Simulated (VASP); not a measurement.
# Hf (Im-3m) in VASP: further runs, part 3 of 3

VASP 6.6.1.

## Step 5: Single point, PBEsol (volume scaled by 0.9)

INCAR reads:

```
SYSTEM = Hf
  PREC = Accurate
  ENCUT = 520
  EDIFF = 1E-6
  ISMEAR = -1
  SIGMA = 0.08
  LREAL = .FALSE.
  LASPH = .TRUE.
  NELM = 80
  ALGO = Normal
  ISIF = 2
  LWAVE = .FALSE.
  LCHARG = .TRUE.
  GGA = PS
  LELF = .TRUE.
  LVHAR = .TRUE.
  NBANDS = 11
```

KPOINTS reads:

```
regular mesh
0
G
  15 15 15
  0 0 0
```

POSCAR reads:

```
Hf
1.0
   -1.6860236848      1.6860236848      1.6860236848
    1.6860236848     -1.6860236848      1.6860236848
    1.6860236848      1.6860236848     -1.6860236848
Hf
1
Direct
    0.0000000000      0.0000000000      0.0000000000
```

Potentials or basis: VASP PAW PBE potentials, release 64 (Hf_pv).

The run is started by

```bash
> cat potpaw_PBE.64/Hf_pv/POTCAR > POTCAR
> mpirun -np 1 vasp_std > vasp.out
```

OUTCAR:

```text
SYSTEM = Hf
   PREC = Accurate
   ENCUT = 520
   EDIFF = 1E-6
   ISMEAR = -1
   LREAL = .FALSE.
   LASPH = .TRUE.
   NELM = 80
   ISIF = 2
   GGA = PS

 ion  position               nearest neighbor table
   1  0.000  0.000  0.000-

  LATTYP: Found a body centered cubic cell.
 ALAT       =     3.3720473696

  Lattice vectors:

 A1 = (  -1.6860236848,   1.6860236848,   1.6860236848)
 A2 = (   1.6860236848,  -1.6860236848,   1.6860236848)
 A3 = (   1.6860236848,   1.6860236848,  -1.6860236848)

Analysis of symmetry for initial positions (statically):
=====================================================================
 Subroutine PRICEL returns:
 Original cell was already a primitive cell.

 Routine SETGRP: Setting up the symmetry group for a
 body centered cubic supercell.

 Subroutine GETGRP returns: Found 48 space group operations
 (whereof 48 operations were pure point group operations)
 out of a pool of 48 trial point group operations.

The static configuration has the point symmetry O_h .

Analysis of symmetry for dynamics (positions and initial velocities):
=====================================================================
 Subroutine PRICEL returns:
 Original cell was already a primitive cell.

 Routine SETGRP: Setting up the symmetry group for a
 body centered cubic supercell.

 Subroutine GETGRP returns: Found 48 space group operations
 (whereof 48 operations were pure point group operations)
 out of a pool of 48 trial point group operations.

The dynamic configuration has the point symmetry O_h .

 Subroutine INISYM returns: Found 48 space group operations
 (whereof 48 operations are pure point group operations),
 and found     1 'primitive' translations

----------------------------------------------------------------------------------------

                                     Primitive cell

  volume of cell :      19.1713

  direct lattice vectors                    reciprocal lattice vectors
    -1.686023685  1.686023685  1.686023685     0.000000000  0.296555739  0.296555739
     1.686023685 -1.686023685  1.686023685     0.296555739  0.000000000  0.296555739
     1.686023685  1.686023685 -1.686023685     0.296555739  0.296555739  0.000000000

  length of vectors
     2.920278685  2.920278685  2.920278685     0.419393148  0.419393148  0.419393148

  position of ions in fractional coordinates (direct lattice)
     0.000000000  0.000000000  0.000000000

  ion indices of the primitive-cell ions
   primitive index   ion index
                 1           1

----------------------------------------------------------------------------------------

 KPOINTS: regular mesh

Automatic generation of k-mesh.
 Grid dimensions read from file:
 generate k-points for:   15   15   15

 Generating k-lattice:

  Cartesian coordinates                     Fractional coordinates (reciprocal lattice)
     0.000000000  0.019770383  0.019770383     0.066666667  0.000000000  0.000000000
     0.019770383  0.000000000  0.019770383     0.000000000  0.066666667  0.000000000
     0.019770383  0.019770383  0.000000000     0.000000000  0.000000000  0.066666667

  Length of vectors
     0.027959543  0.027959543  0.027959543

  Shift w.r.t. Gamma in fractional coordinates (k-lattice)
     0.000000000  0.000000000  0.000000000

 Subroutine IBZKPT returns following result:
 ===========================================

 Found    120 irreducible k-points:

 Following reciprocal coordinates:
            Coordinates               Weight
  0.000000  0.000000  0.000000      1.000000
  0.066667  0.000000  0.000000     12.000000
  0.133333  0.000000  0.000000     12.000000
  0.200000  0.000000  0.000000     12.000000
  0.266667  0.000000  0.000000     12.000000
  0.333333  0.000000  0.000000     12.000000
[... 16 lines left out ...]
  0.333333  0.200000  0.000000     48.000000
  0.400000  0.200000  0.000000     24.000000
 [... further k-points ...]
   k-points           NKPTS =    120   k-points in BZ     NKDIM =    120   number of bands    NBANDS=     11
   number of dos      NEDOS =    301   number of ions     NIONS =      1
   total plane-waves  NPLWV =  13824
   dimension x,y,z NGX =    24 NGY =   24 NGZ =   24
   dimension x,y,z NGXF=    48 NGYF=   48 NGZF=   48
   ions per type =               1
   NGX,Y,Z   is equivalent  to a cutoff of  13.66, 13.66, 13.66 a.u.
   NGXF,Y,Z  is equivalent  to a cutoff of  27.33, 27.33, 27.33 a.u.
 SYSTEM =  Hf
   PREC   = accura    normal or accurate (medium, high low for compatibility)
   ISTART =      0    job   : 0-new  1-cont  2-samecut
   ICHARG =      2    charge: 1-file 2-atom 10-const
   ISPIN  =      1    spin polarized calculation?
   LNONCOLLINEAR =      F non collinear calculations
   LSORBIT =      F    spin-orbit coupling
   LASPH  =      T    aspherical Exc in radial PAW
   ENCUT  =  520.0 eV  38.22 Ry    6.18 a.u.   5.43  5.43  5.43*2*pi/ulx,y,z
   NELM   =     80;   NELMIN=  2; NELMDL= -5     # of ELM steps
   EDIFF  = 0.1E-05   stopping-criterion for ELM
   LREAL  =      F    real-space projection
   EDIFFG = 0.1E-04   stopping-criterion for IOM
   NSW    =      0    number of steps for IOM
   IBRION =     -1    ionic relax: 0-MD 1-quasi-New 2-CG
   NFREE  =      0    steps in history (QN), initial steepest desc. (CG)
   ISIF   =      2    stress and relaxation
   ISYM   =      2    0-nonsym 1-usesym 2-fastsym
   POTIM  = 0.5000    time-step for ionic-motion
   TEBEG  =    0.0;   TEEND  =   0.0 temperature during run
   PSTRESS=    0.0 pullay stress
   NELECT =      10.0000    total number of electrons
   NUPDOWN=      -1.0000    fix difference up-down
   EMIN   =  10.00;   EMAX   =-10.00  energy-range for DOS
   EFERMI =   0.00;   METHOD = LEGACY
   ISMEAR =    -1;   SIGMA  =   0.08  broadening in eV -4-tet -1-fermi 0-gaus
   EFERMI_NEDOS =   21; number of points for ismear=-14 and -15
   IALGO  =     38    algorithm
   IMIX   =      4    mixing-type and parameters
     AMIX     =   0.40;   BMIX     =  1.00
     AMIX_MAG =   1.60;   BMIX_MAG =  1.00
  volume/ion in A,a.u.               =      19.17       129.37
  Fermi-wavevector in a.u.,A,eV,Ry     =   1.317825  2.490329 23.628740  1.736663
  Thomas-Fermi vector in A             =   2.447839
   LORBIT       =      0    0 simple, 1 ext, 2 COOP (PROOUT), +10 PAW based schemes
   GGA     = PS    functional components
   LHFCALC =     F    Hartree Fock is set to
   AEXX    =    0.0000 exact exchange contribution
   IVDW    =     0    specifies the selected vdW correction
   LEPSILON=     F    determine dielectric tensor
   LRPA    =     F    only Hartree local field effects (RPA)
 non-spin polarized calculation
  energy-cutoff  :      520.00
  volume of cell :       19.17
 maximum number of plane-waves:       537
 NGX is ok and might be reduce to    24
   NGX = 11   NGY = 11   NGZ = 11

 number of electron      10.0000000 magnetization

 number of electron       9.9999999 magnetization

 Free energy of the ion-electron system (eV)
  ---------------------------------------------------
  ext. energy  EPLUGINS =         0.00000000
  ---------------------------------------------------
  free energy    TOTEN  =       -10.27412398 eV

  energy without entropy =      -10.24073529  energy(sigma->0) =      -10.25742964

 E-fermi :   5.4735     XC(G=0): -12.1158

 val. band max:        5.4724102815   @ k =   0.1333   0.1333   0.0667
 cond. band min:       5.4869573745   @ k =  -0.4000   0.4000   0.1333
 fundamental gap:      0.0145470930
 Fermi energy:         5.4734868852

 k-point     1 :       0.0000    0.0000    0.0000
  band No.  band energies     occupation
      1     -23.6741      2.00000
      2     -23.6741      2.00000
      3     -23.6741      2.00000
      4      -2.0147      2.00000
      5       7.1112      0.00000
      6       7.1112      0.00000
      7       7.1112      0.00000
      8      10.3774      0.00000
      9      10.3774      0.00000
     10      19.3013      0.00000
     11      19.5811      0.00000

 k-point     2 :       0.0667    0.0000    0.0000
  band No.  band energies     occupation
      1     -23.7394      2.00000
      2     -23.6935      2.00000
      3     -23.6746      2.00000
      4      -1.8148      2.00000
      5       6.9670      0.00000
      6       7.0572      0.00000
      7       7.3089      0.00000
      8      10.1322      0.00000
      9      10.3711      0.00000
     10      19.3031      0.00000
     11      19.7833      0.00000
[... 295 lines left out ...]
 k-point    24 :       0.4000    0.2000    0.0000
  band No.  band energies     occupation
      1     -24.8713      2.00000
      2     -24.3054      2.00000
      3     -23.8149      2.00000
      4       2.7871      2.00000
      5       4.7702      1.99970
      6       5.9945      0.00297
      7      10.0976      0.00000
      8      11.6404      0.00000
      9      15.8366      0.00000
     10      15.9938      0.00000
     11      19.0584      0.00000

 [... further k-points ...]
[... 5 lines left out ...]
  --------------------------------------------------------------------------------------
  -------------------------------------------------------------------------------------
  Total        1.5693116      1.5693116      1.5693116      0.0000000      0.0000000     -0.0000000
  in kB      131.1501421    131.1501421    131.1501421      0.0000000      0.0000000     -0.0000000
  external PRESSURE =     131.1501421 kB  Pullay stress =       0.0000000 kB

 VOLUME and BASIS-vectors are now :
 -----------------------------------------------------------------------------
  energy-cutoff  :      520.00
  volume of cell :       19.17
      direct lattice vectors                 reciprocal lattice vectors
    -1.686023685  1.686023685  1.686023685     0.000000000  0.296555739  0.296555739
     1.686023685 -1.686023685  1.686023685     0.296555739  0.000000000  0.296555739
     1.686023685  1.686023685 -1.686023685     0.296555739  0.296555739  0.000000000

 POSITION                                       TOTAL-FORCE (eV/Angst)
 -----------------------------------------------------------------------------------
      0.00000      0.00000      0.00000        -0.000000      0.000000      0.000000
 -----------------------------------------------------------------------------------
    total drift:                               -0.000000     -0.000000      0.000000

  FREE ENERGIE OF THE ION-ELECTRON SYSTEM (eV)
  ---------------------------------------------------
  free  energy   TOTEN  =       -10.2741239843 eV

  energy  without entropy=      -10.2407352918  energy(sigma->0) =      -10.25742964
```

Wall time 22 s (1 thread of AMD EPYC 7R13 (Zen 3), shared host); peak memory 0.12 GiB.

What came out:

- Free energy: -10.2741 eV
- Pressure: 13.1 GPa
- Band gap on the k mesh: zero (band 5 reaches 7.11 eV, above the bottom of band 6 at 4.61 eV)

Levels at points of the mesh, in eV from the Fermi level:
| k point | band 3 | band 4 | band 5 | band 6 | band 7 | band 8 |
| --- | --- | --- | --- | --- | --- | --- |
| (0.00, 0.00, 0.00) | -29.15 | -7.49 | 1.64 | 1.64 | 1.64 | 4.90 |

Caveat: the PAW data sets were made with another functional, which shifts forces and pressure a little; spin-orbit coupling is left out, which moves the levels of the heavy elements.

## Step 6: Overview

| cell | gap on the mesh (eV) | pressure (GPa) |
| --- | --- | --- |
| a = 2.551 Å, angles 109.5°, 1 atom | none | 128.5 |
| a = 2.686 Å, angles 109.5°, 1 atom | none | 67.2 |
| a = 2.808 Å, angles 109.5°, 1 atom | none | 33.5 |
| a = 2.920 Å, angles 109.5°, 1 atom | none | 13.1 |

Alike in all rows: task single point; level PBEsol; potentials or basis VASP PAW PBE potentials, release 64 (Hf_pv); no spin polarisation; k mesh 15 × 15 × 15; cutoff (eV) 520; smearing fermi-dirac 0.08 eV.

Caveats: the PAW data sets were made with another functional, which shifts forces and pressure a little; spin-orbit coupling is left out, which moves the levels of the heavy elements.

Total energies depend on the potentials used, so only differences within one code and one set of settings carry meaning.
